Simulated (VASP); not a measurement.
# Ag2O (Pn-3m) in VASP: single point with r2SCAN

Aim: the single point of Ag2O with r2SCAN.

All numbers are computed with VASP 6.6.1; they aren't measurements. Logs are shortened: lines on timing, memory, paths and dates and some standing lists are left out, and cuts for length are marked.

## 1. The cell of the first run

It takes space group Pn-3m (No. 224, cubic). Conventional cell: a = 4.757 Å, b = 4.757 Å, c = 4.757 Å, α = 90.00°, β = 90.00°, γ = 90.00°. Ag (site symmetry -3m) has 2 O at 2.06 Å within 2.7 Å. O (site symmetry -43m) has 4 Ag at 2.06 Å within 2.7 Å.

## 2. Single point, r2SCAN

POSCAR reads:

```
Ag2O
1.0
    4.7571950000      0.0000000000      0.0000000000
    0.0000000000      4.7571950000      0.0000000000
    0.0000000000      0.0000000000      4.7571950000
Ag O
4 2
Direct
    0.2500000000      0.2500000000      0.2500000000
    0.2500000000      0.7500000000      0.7500000000
    0.7500000000      0.7500000000      0.2500000000
    0.7500000000      0.2500000000      0.7500000000
    0.0000000000      0.0000000000      0.0000000000
    0.5000000000      0.5000000000      0.5000000000
```

INCAR.step1 reads:

```
ALGO     = Normal         # electronic algorithm
EDIFF    = 1E-5           # SCF threshold, eV
ENCUT    = 660            # plane-wave cutoff, eV
GGA      = PE             # functional
GGA_COMPAT= F            
ISMEAR   = 0              # smearing method
LASPH    = T              # aspherical terms in the spheres
LCHARG   = F              # write CHGCAR
LREAL    = F              # projectors in reciprocal space
LWAVE    = T              # write WAVECAR
NBANDS   = 37             # bands
NELM     = 120            # most SCF steps
PREC     = Accurate       # precision mode
SIGMA    = 0.1147         # smearing width, eV
```

INCAR.step2 reads:

```
ALGO     = Normal         # electronic algorithm
EDIFF    = 1E-6           # SCF threshold, eV
ENCUT    = 660            # plane-wave cutoff, eV
GGA_COMPAT= F            
ISIF     = 2              # what is computed and relaxed
ISMEAR   = 0              # smearing method
ISTART   = 1            
LASPH    = T              # aspherical terms in the spheres
LCHARG   = F              # write CHGCAR
LMIXTAU  = T            
LREAL    = F              # projectors in reciprocal space
LWAVE    = F              # write WAVECAR
METAGGA  = R2SCAN         # meta-GGA
NBANDS   = 37             # bands
NELM     = 120            # most SCF steps
PREC     = Accurate       # precision mode
SIGMA    = 0.1147         # smearing width, eV
```

KPOINTS reads:

```
k-points
0
Gamma
  4 4 4
```

Potentials or basis: VASP PAW PBE potentials, release 64 (Ag, O).

Started as:

```bash
cat potpaw_PBE.64/Ag/POTCAR potpaw_PBE.64/O/POTCAR > POTCAR
cp INCAR.step1 INCAR
mpirun -np 1 vasp_std > vasp.out
cp INCAR.step2 INCAR
mpirun -np 1 vasp_std > vasp.out
```

OUTCAR:

```text
EDIFF = 1E-6
   ENCUT = 660
   ISIF = 2
   ISMEAR = 0
   ISTART = 1
   LASPH = T
   LREAL = F
   METAGGA = R2SCAN
   NELM = 120
   PREC = Accurate

 ion  position               nearest neighbor table
   1  0.250  0.250  0.250-   5 2.06   6 2.06   4 3.36   2 3.36   3 3.36   2 3.36   4 3.36   2 3.36
                             3 3.36   2 3.36   3 3.36   4 3.36   4 3.36   3 3.36
   2  0.250  0.750  0.750-   5 2.06   6 2.06   4 3.36   1 3.36   3 3.36   1 3.36   3 3.36   1 3.36
                             4 3.36   1 3.36   3 3.36   4 3.36   3 3.36   4 3.36
   3  0.750  0.750  0.250-   5 2.06   6 2.06   4 3.36   1 3.36   2 3.36   2 3.36   4 3.36   1 3.36
                             4 3.36   4 3.36   1 3.36   2 3.36   2 3.36   1 3.36
   4  0.750  0.250  0.750-   5 2.06   6 2.06   3 3.36   1 3.36   2 3.36   1 3.36   3 3.36   2 3.36
                             3 3.36   3 3.36   1 3.36   2 3.36   1 3.36   2 3.36
   5  0.000  0.000  0.000-   1 2.06   2 2.06   3 2.06   4 2.06
   6  0.500  0.500  0.500-   1 2.06   2 2.06   3 2.06   4 2.06

  LATTYP: Found a simple cubic cell.
 ALAT       =     4.7571950000

  Lattice vectors:

 A1 = (   4.7571950000,   0.0000000000,   0.0000000000)
 A2 = (   0.0000000000,   4.7571950000,   0.0000000000)
 A3 = (   0.0000000000,   0.0000000000,   4.7571950000)

Analysis of symmetry for initial positions (statically):
=====================================================================
 Subroutine PRICEL returns:
 Original cell was already a primitive cell.

 Routine SETGRP: Setting up the symmetry group for a
 simple cubic supercell.

 Subroutine GETGRP returns: Found 48 space group operations
 (whereof 24 operations were pure point group operations)
 out of a pool of 48 trial point group operations.

The static configuration has the point symmetry T_d .
 The point group associated with its full space group is O_h .

Analysis of symmetry for dynamics (positions and initial velocities):
=====================================================================
 Subroutine PRICEL returns:
 Original cell was already a primitive cell.

 Routine SETGRP: Setting up the symmetry group for a
 simple cubic supercell.

 Subroutine GETGRP returns: Found 48 space group operations
 (whereof 24 operations were pure point group operations)
 out of a pool of 48 trial point group operations.

The dynamic configuration has the point symmetry T_d .
 The point group associated with its full space group is O_h .

 Subroutine INISYM returns: Found 48 space group operations
 (whereof 24 operations are pure point group operations),
 and found     1 'primitive' translations

----------------------------------------------------------------------------------------

                                     Primitive cell

  volume of cell :     107.6596

  direct lattice vectors                    reciprocal lattice vectors
     4.757195000  0.000000000  0.000000000     0.210207906  0.000000000  0.000000000
     0.000000000  4.757195000  0.000000000     0.000000000  0.210207906  0.000000000
     0.000000000  0.000000000  4.757195000     0.000000000  0.000000000  0.210207906

  length of vectors
     4.757195000  4.757195000  4.757195000     0.210207906  0.210207906  0.210207906

  position of ions in fractional coordinates (direct lattice)
     0.250000000  0.250000000  0.250000000
     0.250000000  0.750000000  0.750000000
     0.750000000  0.750000000  0.250000000
     0.750000000  0.250000000  0.750000000
     0.000000000  0.000000000  0.000000000
     0.500000000  0.500000000  0.500000000

  ion indices of the primitive-cell ions
   primitive index   ion index
                 1           1
                 2           2
                 3           3
                 4           4
                 5           5
                 6           6

----------------------------------------------------------------------------------------

 KPOINTS: k-points

Automatic generation of k-mesh.
 Grid dimensions read from file:
 generate k-points for:    4    4    4

 Generating k-lattice:

  Cartesian coordinates                     Fractional coordinates (reciprocal lattice)
     0.052551977  0.000000000  0.000000000     0.250000000  0.000000000  0.000000000
     0.000000000  0.052551977  0.000000000     0.000000000  0.250000000  0.000000000
     0.000000000  0.000000000  0.052551977     0.000000000  0.000000000  0.250000000

  Length of vectors
     0.052551977  0.052551977  0.052551977

  Shift w.r.t. Gamma in fractional coordinates (k-lattice)
     0.000000000  0.000000000  0.000000000

 Subroutine IBZKPT returns following result:
 ===========================================

 Found     10 irreducible k-points:

 Following reciprocal coordinates:
            Coordinates               Weight
  0.000000  0.000000  0.000000      1.000000
  0.250000  0.000000  0.000000      6.000000
  0.500000  0.000000  0.000000      3.000000
  0.250000  0.250000  0.000000     12.000000
  0.500000  0.250000  0.000000     12.000000
  0.500000  0.500000  0.000000      3.000000
  0.250000  0.250000  0.250000      8.000000
  0.500000  0.250000  0.250000     12.000000
  0.500000  0.500000  0.250000      6.000000
  0.500000  0.500000  0.500000      1.000000
   k-points           NKPTS =     10   k-points in BZ     NKDIM =     10   number of bands    NBANDS=     37
   number of dos      NEDOS =    301   number of ions     NIONS =      6
   total plane-waves  NPLWV =  64000
   dimension x,y,z NGX =    40 NGY =   40 NGZ =   40
   dimension x,y,z NGXF=    80 NGYF=   80 NGZF=   80
   ions per type =               4   2
   NGX,Y,Z   is equivalent  to a cutoff of  13.98, 13.98, 13.98 a.u.
   NGXF,Y,Z  is equivalent  to a cutoff of  27.96, 27.96, 27.96 a.u.
 SYSTEM =  unknown system
   PREC   = accura    normal or accurate (medium, high low for compatibility)
   ISTART =      1    job   : 0-new  1-cont  2-samecut
   ICHARG =      0    charge: 1-file 2-atom 10-const
   ISPIN  =      1    spin polarized calculation?
   LNONCOLLINEAR =      F non collinear calculations
   LSORBIT =      F    spin-orbit coupling
   LASPH  =      T    aspherical Exc in radial PAW
   ENCUT  =  660.0 eV  48.51 Ry    6.96 a.u.   9.97  9.97  9.97*2*pi/ulx,y,z
   NELM   =    120;   NELMIN=  2; NELMDL=  0     # of ELM steps
   EDIFF  = 0.1E-05   stopping-criterion for ELM
   LREAL  =      F    real-space projection
   EDIFFG = 0.1E-04   stopping-criterion for IOM
   NSW    =      0    number of steps for IOM
   IBRION =     -1    ionic relax: 0-MD 1-quasi-New 2-CG
   NFREE  =      0    steps in history (QN), initial steepest desc. (CG)
   ISIF   =      2    stress and relaxation
   ISYM   =      2    0-nonsym 1-usesym 2-fastsym
   POTIM  = 0.5000    time-step for ionic-motion
   TEBEG  =    0.0;   TEEND  =   0.0 temperature during run
   PSTRESS=    0.0 pullay stress
   NELECT =      56.0000    total number of electrons
   NUPDOWN=      -1.0000    fix difference up-down
   EMIN   =  10.00;   EMAX   =-10.00  energy-range for DOS
   EFERMI =   0.00;   METHOD = LEGACY
   ISMEAR =     0;   SIGMA  =   0.11  broadening in eV -4-tet -1-fermi 0-gaus
   EFERMI_NEDOS =   21; number of points for ismear=-14 and -15
   IALGO  =     38    algorithm
   IMIX   =      4    mixing-type and parameters
     AMIX     =   0.40;   BMIX     =  1.00
     AMIX_MAG =   1.60;   BMIX_MAG =  1.00
  volume/ion in A,a.u.               =      17.94       121.09
  Fermi-wavevector in a.u.,A,eV,Ry     =   1.316598  2.488010 23.584754  1.733431
  Thomas-Fermi vector in A             =   2.446699
   LORBIT       =      0    0 simple, 1 ext, 2 COOP (PROOUT), +10 PAW based schemes
   METAGGA = R2SCAN    functional components
   LHFCALC =     F    Hartree Fock is set to
   AEXX    =    0.0000 exact exchange contribution
   IVDW    =     0    specifies the selected vdW correction
   LEPSILON=     F    determine dielectric tensor
   LRPA    =     F    only Hartree local field effects (RPA)
 non-spin polarized calculation
 Gauss-broadening in eV      SIGMA  =   0.11
  energy-cutoff  :      660.00
  volume of cell :      107.66
 maximum number of plane-waves:      4224
 NGX is ok and might be reduce to    40
   NGX = 19   NGY = 19   NGZ = 19

 number of electron      55.9999994 magnetization

 Free energy of the ion-electron system (eV)
  ---------------------------------------------------
  ext. energy  EPLUGINS =         0.00000000
  ---------------------------------------------------
  free energy    TOTEN  =       -98.35708153 eV

  energy without entropy =      -98.35590859  energy(sigma->0) =      -98.35649506

 E-fermi :   4.3294     XC(G=0): -10.9580

 val. band max:        4.1876596847   @ k =   0.0000   0.0000   0.0000
 cond. band min:       4.4242899538   @ k =   0.0000   0.0000   0.0000
 fundamental gap:      0.2366302690
 Fermi energy:         4.3294356133

 k-point     1 :       0.0000    0.0000    0.0000
  band No.  band energies     occupation
      1     -15.5557      2.00000
      2     -14.9244      2.00000
      3      -2.6242      2.00000
      4      -2.6242      2.00000
      5      -2.6242      2.00000
      6      -0.3288      2.00000
[... 29 lines left out ...]
     36      13.3087      0.00000
     37      13.3363      0.00000

 k-point     2 :       0.2500    0.0000    0.0000
  band No.  band energies     occupation
      1     -15.4671      2.00000
      2     -15.0211      2.00000
      3      -2.4214      2.00000
      4      -2.4214      2.00000
      5      -2.3358      2.00000
      6      -0.5735      2.00000
[... 29 lines left out ...]
     36      12.6563      0.00000
     37      12.6563      0.00000
[... 278 lines left out ...]
     36      12.1999      0.00000
     37      15.5996      0.00000

 k-point    10 :       0.5000    0.5000    0.5000
  band No.  band energies     occupation
      1     -15.5077      2.00000
      2     -14.9516      2.00000
      3      -2.4812      2.00000
      4      -2.4812      2.00000
      5      -2.4812      2.00000
      6      -0.0520      2.00000
[... 29 lines left out ...]
     36      10.7402      0.00000
     37      17.6229      0.00000

------------------------ aborting loop because EDIFF is reached ----------------------------------------

  FORCE on cell =-STRESS in cart. coord.  units (eV):
  Direction    XX          YY          ZZ          XY          YZ          ZX
  --------------------------------------------------------------------------------------
  -------------------------------------------------------------------------------------
  Total       -0.1101203     -0.1101203     -0.1101203      0.0000000      0.0000000      0.0000000
  in kB       -1.6387971     -1.6387971     -1.6387971      0.0000000      0.0000000      0.0000000
  external PRESSURE =      -1.6387971 kB  Pullay stress =       0.0000000 kB

 VOLUME and BASIS-vectors are now :
 -----------------------------------------------------------------------------
  energy-cutoff  :      660.00
  volume of cell :      107.66
      direct lattice vectors                 reciprocal lattice vectors
     4.757195000  0.000000000  0.000000000     0.210207906  0.000000000  0.000000000
     0.000000000  4.757195000  0.000000000     0.000000000  0.210207906  0.000000000
     0.000000000  0.000000000  4.757195000     0.000000000  0.000000000  0.210207906

 POSITION                                       TOTAL-FORCE (eV/Angst)
 -----------------------------------------------------------------------------------
      1.18930      1.18930      1.18930         0.000000     -0.000000      0.000000
      1.18930      3.56790      3.56790        -0.000000      0.000000     -0.000000
      3.56790      3.56790      1.18930         0.000000     -0.000000      0.000000
      3.56790      1.18930      3.56790        -0.000000     -0.000000      0.000000
      0.00000      0.00000      0.00000         0.000000     -0.000000     -0.000000
      2.37860      2.37860      2.37860         0.000000      0.000000     -0.000000
 -----------------------------------------------------------------------------------
    total drift:                                0.000000     -0.000000     -0.000000

  FREE ENERGIE OF THE ION-ELECTRON SYSTEM (eV)
  ---------------------------------------------------
  free  energy   TOTEN  =       -98.3570815274 eV

  energy  without entropy=      -98.3559085888  energy(sigma->0) =      -98.35649506
```

It took 3 min on 1 thread of Intel Xeon Platinum 8488C (Sapphire Rapids), shared host; peak memory 0.27 GiB.

What came out:

* Free energy: -98.3571 eV
* Pressure: -0.2 GPa
* Band gap on the k mesh: 0.24 eV

Caveat: the PAW data sets were made with another functional, which shifts forces and pressure a little.
